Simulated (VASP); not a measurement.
Eu:

```
Eu
1.0
     0.00000    2.54768    2.54768
     2.54768    0.00000    2.54768
     2.54768    2.54768    0.00000
Eu
1
Cartesian
  0.0000 0.0000 0.0000
```

This isn't the form of Eu at room conditions, which is bcc.

- Program: VASP 6.6.1
- Task: relaxation of cell and atoms
- Functional: PBE
- Potentials or basis: VASP PAW PBE potentials, release 64 (Eu)
- Cutoff: 600 eV
- k mesh: 12 × 12 × 12
- Occupations: fermi-dirac, width 0.03 eV
- Spin: collinear spin, ferromagnetic start
- Starting moments: [7.0] μB

At the start: pressure 5.0 GPa; volume 33.07 Å³/atom.

**Question.** How do energy, volume and symmetry change on relaxing?

**Answer.** Over 4 steps the energy falls by 102.8 meV/atom and the volume is 40.65 Å³/atom (+22.9 %); space group Fm-3m (No. 225, to 0.1 Å) before and after; moment 7.55 μB per cell.

Step by step:
```tsv
step	energy change (eV)	largest force (eV/Å)	pressure (GPa)	volume (Å³)
1	0.0000	0.0000	5.02	33.07
2	-0.0945	0.0000	1.15	38.28
3	-0.1025	0.0000	-0.25	41.22
4	-0.1028	0.0000	0.01	40.65
```

Final structure:
```yaml
crystal:
  lattice:
    - [0.00000, 2.72898, 2.72898]
    - [2.72898, 0.00000, 2.72898]
    - [2.72898, 2.72898, 0.00000]
  atoms:
    - { symbol: Eu, position: [0.00000, 0.00000, 0.00000] }
```

Caveat: the volume moved by over 15 % at a fixed basis, so the end points are rough; semilocal functionals describe open f shells poorly, which spoils levels, moments and volumes.
